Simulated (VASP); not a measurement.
# Cu16NO in VASP: notebook

Cu16NO is run at these levels: PBEsol; tasks: single point.

Everything below comes from runs of VASP 6.6.1. Logs are shortened: lines on timing, memory, paths and dates and some standing lists are left out, and cuts for length are marked.

## Step 1: The cell of the first run

The cell holds a slab with vacuum, 18 atoms: a = 5.105 Å, b = 5.105 Å, c = 17.415 Å, α = 90.00°, β = 90.00°, γ = 90.00°.

## Step 2: Single point, PBEsol

Contents of INCAR:

```
SYSTEM = Cu16NO
  PREC = Accurate
  ENCUT = 520
  EDIFF = 1E-6
  ISMEAR = 0
  SIGMA = 0.1
  LREAL = Auto
  LASPH = .TRUE.
  NELM = 60
  ALGO = Normal
  ISIF = 2
  LWAVE = .FALSE.
  LCHARG = .TRUE.
  GGA = PS
  LELF = .TRUE.
  LVHAR = .TRUE.
  NBANDS = 108
```

Contents of KPOINTS:

```
regular mesh
0
G
  3 3 1
  0 0 0
```

Contents of POSCAR:

```
Cu16NO
1.0
    5.1053110000      0.0000000000      0.0000000000
    0.0000000000      5.1053110000      0.0000000000
    0.0000000000      0.0000000000     17.4150000000
Cu N O
16 1 1
Direct
    0.2500000000      0.2500000000      0.0574218000
    0.7500000000      0.2500000000      0.0574218000
    0.2500000000      0.7500000000      0.0574218000
    0.7500000000      0.7500000000      0.0574218000
    0.0027460470      0.0028821827      0.1548647264
    0.4970880010      0.0028905933      0.1548611747
    0.0027495244      0.4972332086      0.1548686507
    0.4970897896      0.4972256366      0.1548649245
    0.2497561214      0.2501674392      0.2600909143
    0.7497863468      0.2501355767      0.2575345022
    0.2498159078      0.7501632058      0.2575370331
    0.7497899365      0.7501583042      0.2498993870
   -0.0017768223     -0.0013588296      0.3569831330
    0.5012670275     -0.0013406151      0.3569947453
   -0.0017692421      0.5017267764      0.3569820601
    0.5013188811      0.5016964871      0.3569767270
    0.7496087991      0.7503181304      0.4164473217
    0.7495228555      0.7502468402      0.4869296561
```

Potentials or basis: VASP PAW PBE potentials, release 64 (Cu, N, O).

Command:

```console
$ cat potpaw_PBE.64/Cu/POTCAR potpaw_PBE.64/N/POTCAR potpaw_PBE.64/O/POTCAR > POTCAR
$ mpirun -np 1 vasp_std > vasp.out
```

OUTCAR:

```text
SYSTEM = Cu16NO
   PREC = Accurate
   ENCUT = 520
   EDIFF = 1E-6
   ISMEAR = 0
   LREAL = Auto
   LASPH = .TRUE.
   NELM = 60
   ISIF = 2
   GGA = PS

 ion  position               nearest neighbor table
   1  0.250  0.250  0.057-   6 2.46   8 2.46   5 2.46   7 2.46   2 2.55   3 2.55   3 2.55   2 2.55

   2  0.750  0.250  0.057-   5 2.48   7 2.48   6 2.48   8 2.48   1 2.55   4 2.55   4 2.55   1 2.55

   3  0.250  0.750  0.057-   8 2.48   6 2.48   7 2.48   5 2.48   1 2.55   4 2.55   1 2.55   4 2.55

   4  0.750  0.750  0.057-   7 2.49   5 2.49   8 2.49   6 2.49   2 2.55   3 2.55   2 2.55   3 2.55

   5  0.003  0.003  0.155-   1 2.46  12 2.46   2 2.48   3 2.48   4 2.49   6 2.52   7 2.52  11 2.54
                            10 2.54   9 2.56   7 2.58   6 2.58
   6  0.497  0.003  0.155-   1 2.46  12 2.46   3 2.48   2 2.48   4 2.49   8 2.52   5 2.52  10 2.54
                            11 2.54   9 2.56   5 2.58   8 2.58
   7  0.003  0.497  0.155-   1 2.46  12 2.46   2 2.48   3 2.48   4 2.49   8 2.52   5 2.52  11 2.54
                            10 2.54   9 2.56   5 2.58   8 2.58
   8  0.497  0.497  0.155-   1 2.46  12 2.46   3 2.48   2 2.48   4 2.49   6 2.52   7 2.52  10 2.54
                            11 2.54   9 2.56   7 2.58   6 2.58
   9  0.250  0.250  0.260-  13 2.48  16 2.48  14 2.48  15 2.48  10 2.55  11 2.55  11 2.55  10 2.55
                             7 2.56   5 2.56   8 2.56   6 2.56
  10  0.750  0.250  0.258-  13 2.50  16 2.50  15 2.50  14 2.50   8 2.54   6 2.54   7 2.54   5 2.54
                             9 2.55   9 2.55  12 2.56  12 2.56
  11  0.250  0.750  0.258-  16 2.50  14 2.50  15 2.50  13 2.50   5 2.54   7 2.54   6 2.54   8 2.54
                             9 2.55   9 2.55  12 2.56  12 2.56
  12  0.750  0.750  0.250-   6 2.46   8 2.46   5 2.46   7 2.46  11 2.56  10 2.56  10 2.56  11 2.56
                            15 2.59  16 2.59  13 2.59  14 2.59
  13  0.998  0.999  0.357-  17 2.07   9 2.48  10 2.50  11 2.50  15 2.54  14 2.54  14 2.57  15 2.57
                            12 2.59
  14  0.501  0.999  0.357-  17 2.07   9 2.48  11 2.50  10 2.50  13 2.54  16 2.54  16 2.57  13 2.57
                            12 2.59
  15  0.998  0.502  0.357-  17 2.07   9 2.48  11 2.50  10 2.50  16 2.54  13 2.54  13 2.57  16 2.57
                            12 2.59
  16  0.501  0.502  0.357-  17 2.07   9 2.48  11 2.50  10 2.50  15 2.54  14 2.54  14 2.57  15 2.57
                            12 2.59
  17  0.750  0.750  0.416-  18 1.23  14 2.07  16 2.07  13 2.07  15 2.07
  18  0.750  0.750  0.487-  17 1.23

  LATTYP: Found a simple tetragonal cell.
 ALAT       =     5.1053110000
 C/A-ratio  =     3.4111536006

  Lattice vectors:

 A1 = (   5.1053110000,   0.0000000000,   0.0000000000)
 A2 = (   0.0000000000,   5.1053110000,   0.0000000000)
 A3 = (   0.0000000000,   0.0000000000,  17.4150000000)

Analysis of symmetry for initial positions (statically):
=====================================================================
 Subroutine PRICEL returns:
 Original cell was already a primitive cell.

 Routine SETGRP: Setting up the symmetry group for a
 simple tetragonal supercell.

 Subroutine GETGRP returns: Found  1 space group operations
 (whereof  1 operations were pure point group operations)
 out of a pool of 16 trial point group operations.

The static configuration has the point symmetry C_1 .

Analysis of symmetry for dynamics (positions and initial velocities):
=====================================================================
 Subroutine PRICEL returns:
 Original cell was already a primitive cell.

 Routine SETGRP: Setting up the symmetry group for a
 simple tetragonal supercell.

 Subroutine GETGRP returns: Found  1 space group operations
 (whereof  1 operations were pure point group operations)
 out of a pool of 16 trial point group operations.

The dynamic configuration has the point symmetry C_1 .

 Subroutine INISYM returns: Found  1 space group operations
 (whereof  1 operations are pure point group operations),
 and found     1 'primitive' translations

----------------------------------------------------------------------------------------

                                     Primitive cell

  volume of cell :     453.9081

  direct lattice vectors                    reciprocal lattice vectors
     5.105311000  0.000000000  0.000000000     0.195874453  0.000000000  0.000000000
     0.000000000  5.105311000  0.000000000     0.000000000  0.195874453  0.000000000
     0.000000000  0.000000000 17.415000000     0.000000000  0.000000000  0.057421763

  length of vectors
     5.105311000  5.105311000 17.415000000     0.195874453  0.195874453  0.057421763

  position of ions in fractional coordinates (direct lattice)
     0.250000000  0.250000000  0.057421800
     0.750000000  0.250000000  0.057421800
     0.250000000  0.750000000  0.057421800
     0.750000000  0.750000000  0.057421800
     0.002746047  0.002882183  0.154864726
     0.497088001  0.002890593  0.154861175
[... 10 lines left out ...]
     0.749608799  0.750318130  0.416447322
     0.749522855  0.750246840  0.486929656

  ion indices of the primitive-cell ions
   primitive index   ion index
                 1           1
                 2           2
                 3           3
                 4           4
                 5           5
                 6           6
[... 10 lines left out ...]
                17          17
                18          18

----------------------------------------------------------------------------------------

 KPOINTS: regular mesh

Automatic generation of k-mesh.
 Grid dimensions read from file:
 generate k-points for:    3    3    1

 Generating k-lattice:

  Cartesian coordinates                     Fractional coordinates (reciprocal lattice)
     0.065291484  0.000000000  0.000000000     0.333333333  0.000000000  0.000000000
     0.000000000  0.065291484  0.000000000     0.000000000  0.333333333  0.000000000
     0.000000000  0.000000000  0.057421763     0.000000000  0.000000000  1.000000000

  Length of vectors
     0.065291484  0.065291484  0.057421763

  Shift w.r.t. Gamma in fractional coordinates (k-lattice)
     0.000000000  0.000000000  0.000000000

 Subroutine IBZKPT returns following result:
 ===========================================

 Found      5 irreducible k-points:

 Following reciprocal coordinates:
            Coordinates               Weight
  0.000000  0.000000  0.000000      1.000000
  0.333333  0.000000  0.000000      2.000000
  0.000000  0.333333  0.000000      2.000000
  0.333333  0.333333  0.000000      2.000000
 -0.333333  0.333333  0.000000      2.000000
   k-points           NKPTS =      5   k-points in BZ     NKDIM =      5   number of bands    NBANDS=    108
   number of dos      NEDOS =    301   number of ions     NIONS =     18
   total plane-waves  NPLWV = 224000
   dimension x,y,z NGX =    40 NGY =   40 NGZ =  140
   dimension x,y,z NGXF=    80 NGYF=   80 NGZF=  280
   ions per type =              16   1   1
   NGX,Y,Z   is equivalent  to a cutoff of  13.03, 13.03, 13.36 a.u.
   NGXF,Y,Z  is equivalent  to a cutoff of  26.05, 26.05, 26.73 a.u.
 SYSTEM =  Cu16NO
   PREC   = accura    normal or accurate (medium, high low for compatibility)
   ISTART =      0    job   : 0-new  1-cont  2-samecut
   ICHARG =      2    charge: 1-file 2-atom 10-const
   ISPIN  =      1    spin polarized calculation?
   LNONCOLLINEAR =      F non collinear calculations
   LSORBIT =      F    spin-orbit coupling
   LASPH  =      T    aspherical Exc in radial PAW
   ENCUT  =  520.0 eV  38.22 Ry    6.18 a.u.   9.49  9.49 32.38*2*pi/ulx,y,z
   NELM   =     60;   NELMIN=  2; NELMDL= -5     # of ELM steps
   EDIFF  = 0.1E-05   stopping-criterion for ELM
   LREAL  =      T    real-space projection
   EDIFFG = 0.1E-04   stopping-criterion for IOM
   NSW    =      0    number of steps for IOM
   IBRION =     -1    ionic relax: 0-MD 1-quasi-New 2-CG
   NFREE  =      0    steps in history (QN), initial steepest desc. (CG)
   ISIF   =      2    stress and relaxation
   ISYM   =      2    0-nonsym 1-usesym 2-fastsym
   POTIM  = 0.5000    time-step for ionic-motion
   TEBEG  =    0.0;   TEEND  =   0.0 temperature during run
   PSTRESS=    0.0 pullay stress
   NELECT =     187.0000    total number of electrons
   NUPDOWN=      -1.0000    fix difference up-down
   EMIN   =  10.00;   EMAX   =-10.00  energy-range for DOS
   EFERMI =   0.00;   METHOD = LEGACY
   ISMEAR =     0;   SIGMA  =   0.10  broadening in eV -4-tet -1-fermi 0-gaus
   EFERMI_NEDOS =   21; number of points for ismear=-14 and -15
   IALGO  =     38    algorithm
   IMIX   =      4    mixing-type and parameters
     AMIX     =   0.40;   BMIX     =  1.00
     AMIX_MAG =   1.60;   BMIX_MAG =  1.00
  volume/ion in A,a.u.               =      25.22       170.17
  Fermi-wavevector in a.u.,A,eV,Ry     =   1.218146  2.301962 20.189414  1.483880
  Thomas-Fermi vector in A             =   2.353443
   LORBIT       =      0    0 simple, 1 ext, 2 COOP (PROOUT), +10 PAW based schemes
   GGA     = PS    functional components
   LHFCALC =     F    Hartree Fock is set to
   AEXX    =    0.0000 exact exchange contribution
   IVDW    =     0    specifies the selected vdW correction
   LEPSILON=     F    determine dielectric tensor
   LRPA    =     F    only Hartree local field effects (RPA)
 non-spin polarized calculation
 Gauss-broadening in eV      SIGMA  =   0.10
  energy-cutoff  :      520.00
  volume of cell :      453.91
 maximum number of plane-waves:     12269
 NGX is ok and might be reduce to    40
   NGX = 19   NGY = 19   NGZ = 65

 number of electron     186.9999896 magnetization

 Free energy of the ion-electron system (eV)
  ---------------------------------------------------
  ext. energy  EPLUGINS =         0.00000000
  ---------------------------------------------------
  free energy    TOTEN  =       -77.14092009 eV

  energy without entropy =      -77.07898374  energy(sigma->0) =      -77.10995192

 E-fermi :   0.5705     XC(G=0):  -6.7071

 val. band max:        0.5609640751   @ k =   0.3333   0.3333   0.0000
 cond. band min:       0.6272518098   @ k =   0.0000   0.0000   0.0000
 fundamental gap:      0.0662877347
 Fermi energy:         0.5704755255

 k-point     1 :       0.0000    0.0000    0.0000
  band No.  band energies     occupation
      1     -23.8356      2.00000
      2     -12.4454      2.00000
      3      -8.4339      2.00000
      4      -7.3277      2.00000
      5      -6.9705      2.00000
      6      -6.9704      2.00000
[... 97 lines left out ...]
    104       4.2357      0.00000
    105       4.6662      0.00000

 k-point     2 :       0.3333    0.0000    0.0000
  band No.  band energies     occupation
      1     -23.8350      2.00000
      2     -12.4197      2.00000
      3      -7.8680      2.00000
      4      -7.1739      2.00000
      5      -7.1040      2.00000
      6      -6.9271      2.00000
[... 97 lines left out ...]
    104       4.2741      0.00000
    105       4.7137      0.00000

 k-point     3 :       0.0000    0.3333    0.0000
  band No.  band energies     occupation
      1     -23.8350      2.00000
      2     -12.4197      2.00000
      3      -7.8680      2.00000
      4      -7.1739      2.00000
      5      -7.1040      2.00000
      6      -6.9271      2.00000
[... 97 lines left out ...]
    104       4.2741      0.00000
    105       4.7137      0.00000

 k-point     4 :       0.3333    0.3333    0.0000
  band No.  band energies     occupation
      1     -23.8345      2.00000
      2     -12.4007      2.00000
      3      -7.4314      2.00000
      4      -7.0782      2.00000
      5      -7.0313      2.00000
      6      -6.8606      2.00000
[... 97 lines left out ...]
    104       5.0411      0.00000
    105       5.1163      0.00000

 k-point     5 :      -0.3333    0.3333    0.0000
  band No.  band energies     occupation
      1     -23.8345      2.00000
      2     -12.4007      2.00000
      3      -7.4315      2.00000
      4      -7.0782      2.00000
      5      -7.0312      2.00000
      6      -6.8606      2.00000
[... 97 lines left out ...]
    104       5.0411      0.00000
    105       5.1163      0.00000
 [bands above 105 left out]

------------------------ aborting loop because EDIFF is reached ----------------------------------------

  FORCE on cell =-STRESS in cart. coord.  units (eV):
  Direction    XX          YY          ZZ          XY          YZ          ZX
  --------------------------------------------------------------------------------------
  -------------------------------------------------------------------------------------
  Total       -7.3360945     -7.3361713      1.3875929      0.0001813     -0.0160752      0.0222452
  in kB      -25.8945051    -25.8947761      4.8978419      0.0006400     -0.0567414      0.0785198
  external PRESSURE =     -15.6304798 kB  Pullay stress =       0.0000000 kB

 VOLUME and BASIS-vectors are now :
 -----------------------------------------------------------------------------
  energy-cutoff  :      520.00
  volume of cell :      453.91
      direct lattice vectors                 reciprocal lattice vectors
     5.105311000  0.000000000  0.000000000     0.195874453  0.000000000  0.000000000
     0.000000000  5.105311000  0.000000000     0.000000000  0.195874453  0.000000000
     0.000000000  0.000000000 17.415000000     0.000000000  0.000000000  0.057421763

 POSITION                                       TOTAL-FORCE (eV/Angst)
 -----------------------------------------------------------------------------------
      1.27633      1.27633      1.00000        -0.001306      0.000914     -0.176603
      3.82898      1.27633      1.00000        -0.000841      0.000970     -0.026741
      1.27633      3.82898      1.00000        -0.001189      0.000585     -0.026776
      3.82898      3.82898      1.00000        -0.000856      0.000483      0.085841
      0.01402      0.01471      2.69697        -0.000468     -0.000160      0.005323
      2.53779      0.01476      2.69691         0.000090     -0.000213      0.005497
[... 10 lines left out ...]
      3.82699      3.83061      7.25243         0.001608     -0.001547     -0.700177
      3.82655      3.83024      8.47988         0.001186     -0.000300      0.733768
 -----------------------------------------------------------------------------------
    total drift:                               -0.000996      0.000914     -0.001176

  FREE ENERGIE OF THE ION-ELECTRON SYSTEM (eV)
  ---------------------------------------------------
  free  energy   TOTEN  =       -77.1409200938 eV

  energy  without entropy=      -77.0789837398  energy(sigma->0) =      -77.10995192
```

It took 12 min on 1 thread of Intel Xeon Platinum 8124M at 3.00GHz (Skylake/Cascade Lake), shared host; peak memory 0.59 GiB.

What came out:

```
Free energy            : -77.1409 eV
Largest force          : 0.734 eV/Å
Band gap on the k mesh : zero (an odd number of electrons rules out a gap without spin polarisation)
```

Forces in eV/Å, atoms in the order of the input:
```
Cu  -0.001  0.001 -0.177
Cu  -0.001  0.001 -0.027
Cu  -0.001  0.001 -0.027
Cu  -0.001  0.000  0.086
Cu   0.000  0.000  0.005
Cu   0.000  0.000  0.005
Cu  -0.001  0.001  0.005
Cu   0.000  0.001  0.005
Cu   0.002 -0.001 -0.008
Cu   0.000  0.000  0.002
Cu   0.000  0.000  0.002
Cu   0.002 -0.001  0.021
Cu   0.009  0.009  0.019
Cu  -0.010  0.010  0.017
Cu   0.009 -0.009  0.019
Cu  -0.009 -0.009  0.018
N    0.002 -0.002 -0.700
O    0.001  0.000  0.734
```

Caveat: the k points lie up to 0.41 Å⁻¹ apart, too coarse for converged energies and pressures of a metal; the standard files for N, O and F lose accuracy on very short bonds; there is no dipole correction, which matters where the two faces differ; the PAW data sets were made with another functional, which shifts forces and pressure a little; an odd number of electrons without spin polarisation forces a metal; a magnetic or distorted state may lie lower. With open d or f shells a metallic result of PBEsol can be an artefact of self-interaction; +U or a hybrid may open a gap.

(Continued in part 2 of 2.)

The gap in the log of VASP goes by the Fermi energy; the results here count the filled bands.